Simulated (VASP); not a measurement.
GaIr, 2 atoms in the cell. It takes space group Pm-3m (No. 221, cubic). The conventional cell has a = 3.020 Å, b = 3.020 Å, c = 3.020 Å, α = 90.00°, β = 90.00°, γ = 90.00°. Within 3.4 Å of Ga (site symmetry m-3m) lie 8 Ir at 2.62 Å and 6 Ga at 3.02 Å. Ir (site symmetry m-3m) has 8 Ga at 2.62 Å and 6 Ir at 3.02 Å within 3.4 Å. 

```yaml
Program: VASP 6.6.1
Task: relaxation of cell and atoms
Functional: PBEsol
Potentials_or_basis: VASP PAW PBE potentials, release 64 (Ga_d, Ir)
Cutoff: 600 eV
k_mesh: 16 × 16 × 16
Occupations: fermi-dirac, width 0.1 eV
Spin: no spin polarisation
Target_pressure: 7 GPa
Dipole_correction: no
Further_INCAR_settings: ALGO = Normal; EDIFF = 1e-06; IBRION = 2; EDIFFG = -0.002; NSW = 100; ISIF = 3
```

Potentials or basis: VASP PAW PBE potentials, release 64 (Ga_d, Ir).

Command:

```console
$ cat potpaw_PBE.64/Ga_d/POTCAR potpaw_PBE.64/Ir/POTCAR > POTCAR
$ mpirun -np 1 vasp_std > vasp.out
```

Hardware: 1 thread of Intel(R) Xeon(R) Platinum 8259CL CPU @ 2.50GHz (Skylake/Cascade Lake), on a shared host.

Problem. Estimate the wall time of this run.

Solution. Run time: 2.5 min on 1 thread of Intel(R) Xeon(R) Platinum 8259CL CPU @ 2.50GHz (Skylake/Cascade Lake) (shared host), peak memory 0.23 GiB. Counts: scf iterations 54, k points 165, ion steps 9.
